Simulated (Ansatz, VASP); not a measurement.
# Pd: VASP beside Ansatz

```
CELL_PARAMETERS angstrom
0.00000 1.94490 1.89628
1.94490 0.00000 1.89628
1.94490 1.94490 0.00000
ATOMIC_POSITIONS crystal
Pd 0.00000 0.00000 0.00000
```

Change from the starting cell: strain +0.000 along x and y, -0.025 along z, atoms carried along.

Alike in both runs: task single point; functional PBE; k mesh 20 × 20 × 20; occupations gaussian, width 0.15 eV; no spin polarisation.

|  | VASP | Ansatz |
| --- | --- | --- |
| version | VASP 6.6.1 | Ansatz 0.2.0 |
| potentials or method | VASP PAW PBE potentials, release 64 (Pd), cutoff 520 eV | scalar-relativistic, plane waves, PAW |
| valence electrons in the cell | 10 | 18 |

```csv
,VASP,Ansatz,Ansatz less VASP
gap on the k mesh at the Fermi level (eV),none,none,-
pressure (GPa),13.0,13.4,+0.38
"traceless stress, the component that is largest in VASP (GPa)",0.95,0.96,+0.014
```

A gap of «none» marks a metal or a gap that the smearing closes. VASP's potentials hold 10 valence electrons a cell and Ansatz's 18, so a difference there can come from the potentials and not from the codes.
